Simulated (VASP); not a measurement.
A run of VASP 6.6.1:

File INCAR:

```
SYSTEM = Ir
PREC = Accurate
ENCUT = 600
EDIFF = 1E-6
ISMEAR = 0
SIGMA = 0.05
LREAL = .False.
LASPH = .True.
NELM = 100
ALGO = Normal
ISIF = 3
LWAVE = .False.
LCHARG = .False.
GGA = PS
IBRION = 2
NSW = 60
EDIFFG = -0.03
```

File KPOINTS:

```
regular mesh
0
Gamma
  19 19 19
  0 0 0
```

File POSCAR:

```
Ir
1.0
    2.7090680000      0.0000000000      0.0000000000
    1.3545340000      2.3461217086      0.0000000000
    1.3545340000      0.7820405695      2.2119447595
Ir
1
Direct
    0.0000000000      0.0000000000      0.0000000000
```

Potentials or basis: VASP PAW PBE potentials, release 64 (Ir).

Run with:

```bash
$ cat potpaw_PBE.64/Ir/POTCAR > POTCAR
$ mpirun -np 1 vasp_std > vasp.out
```

Hardware: 1 thread of AMD EPYC 9R45 96-Core Processor (Zen 5), on a shared host.

Q: How long does it take, and how much memory?

A: Wall time 27 s on 1 thread of AMD EPYC 9R45 96-Core Processor (Zen 5) (shared host), peak memory 0.14 GiB. Counts: scf iterations 22, k points 220, ion steps 3.
